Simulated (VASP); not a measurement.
Ca2Ge3N:

```
CELL_PARAMETERS angstrom
5.16071 0.00000 0.00000
-2.58035 4.46930 0.00000
0.00000 0.00000 5.63982
ATOMIC_POSITIONS crystal
Ca 0.33333 0.66667 0.00000
Ca 0.66667 0.33333 0.00000
Ge 0.50000 0.00000 0.50000
Ge 0.50000 0.50000 0.50000
Ge 0.00000 0.50000 0.50000
N 0.00000 0.00000 0.00000
```

The cell was built from a structure type or drawn by symmetry, and may not be a known phase.

- Program: VASP 6.6.1
- Task: relaxation of cell and atoms
- Functional: PBE
- Potentials or basis: VASP PAW PBE potentials, release 64 (Ca_sv, Ge_d, N)
- Cutoff: 600 eV
- k mesh: 6 × 6 × 4
- Occupations: gaussian, width 0.1 eV
- Spin: no spin polarisation

At the start: pressure -0.6 GPa; volume 21.68 Å³/atom.

**Question.** How do energy, volume and symmetry change on relaxing?

**Answer.** Over 5 steps the energy falls by 8.2 meV/atom and the volume is 21.41 Å³/atom (-1.2 %); space group P6/mmm (No. 191, to 0.1 Å) before and after.

Step by step:
| step | energy change (eV) | largest force (eV/Å) | pressure (GPa) | volume (Å³) |
| --- | --- | --- | --- | --- |
| 1 | 0.0000 | 0.0000 | -0.59 | 130.08 |
| 2 | -0.0314 | 0.0000 | -0.05 | 128.57 |
| 3 | -0.0439 | 0.0000 | 0.56 | 126.92 |
| 4 | -0.0439 | 0.0000 | 0.72 | 126.76 |
| 5 | -0.0494 | 0.0000 | 0.12 | 128.46 |

Final structure:
```cif
data_structure
_symmetry_space_group_name_H-M 'P 1'
_symmetry_Int_Tables_number 1
_cell_length_a 5.0466
_cell_length_b 5.0466
_cell_length_c 5.8241
_cell_angle_alpha 90.000
_cell_angle_beta 90.000
_cell_angle_gamma 120.000
_cell_volume 128.46
loop_
_atom_site_label
_atom_site_type_symbol
_atom_site_fract_x
_atom_site_fract_y
_atom_site_fract_z
_atom_site_occupancy
Ca1 Ca 0.33333 0.66667 0.00000 1
Ca2 Ca 0.66667 0.33333 0.00000 1
Ge1 Ge 0.50000 0.00000 0.50000 1
Ge2 Ge 0.50000 0.50000 0.50000 1
Ge3 Ge 0.00000 0.50000 0.50000 1
N1 N 0.00000 0.00000 0.00000 1
```
